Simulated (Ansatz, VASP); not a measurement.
Ge: VASP beside Ansatz

INCAR

```
PREC     = Accurate       # precision mode
ENCUT    = 520            # plane-wave cutoff, eV
EDIFF    = 1E-7           # SCF threshold, eV
ISMEAR   = -1             # smearing method
SIGMA    = 0.05           # smearing width, eV
LREAL    = False          # projectors in reciprocal space
LASPH    = True           # aspherical terms in the spheres
NELM     = 60             # most SCF steps
ALGO     = Normal         # electronic algorithm
ISIF     = 2              # what is computed and relaxed
LWAVE    = False          # write WAVECAR
LCHARG   = False          # write CHGCAR
GGA      = PE             # functional
NBANDS   = 21             # bands
```

The input KPOINTS:

```
regular mesh
0
Gamma
  9 9 9
```

The input POSCAR:

```
Ge
1.0
    0.0000000000      2.8744485395      2.8744485395
    2.8744485395      0.0000000000      2.8744485395
    2.8744485395      2.8744485395      0.0000000000
Ge
2
Direct
   -0.1250000000     -0.1250000000     -0.1250000000
    0.1250000000      0.1250000000      0.1250000000
```

Input for Ansatz:

```yaml
crystal:
  lattice:
    - [0.0, 2.8744485395, 2.8744485395]
    - [2.8744485395, 0.0, 2.8744485395]
    - [2.8744485395, 2.8744485395, 0.0]
  atoms:
    - { symbol: Ge, position: [-0.125, -0.125, -0.125] }
    - { symbol: Ge, position: [0.125, 0.125, 0.125] }
kpoints:
  mp_grid: { grid: [9, 9, 9] }
scf:
  occupations: { method: fermi_dirac, width: 0.05 }
hamiltonian:
  xc: pbe
  pseudopotentials: { kind: all_electron, lapw: { basis_error: 0.001 } }
output:
  forces: true
  stress: true
  eigenvalues: true
  populations: true
```

Alike in both runs: task single point; functional PBE; k mesh 9 × 9 × 9; occupations fermi-dirac, width 0.05 eV; no spin polarisation.

```csv
,VASP,Ansatz
version,VASP 6.6.1,Ansatz 0.2.0
potentials or method,"VASP PAW PBE potentials, release 64 (Ge_d), cutoff 520 eV","all-electron LAPW, scalar-relativistic"
```

```csv
,VASP,Ansatz,Ansatz less VASP
pressure (GPa),0.3,0.4,+0.10
```

Ansatz ran all-electron here, and VASP with PAW potentials.
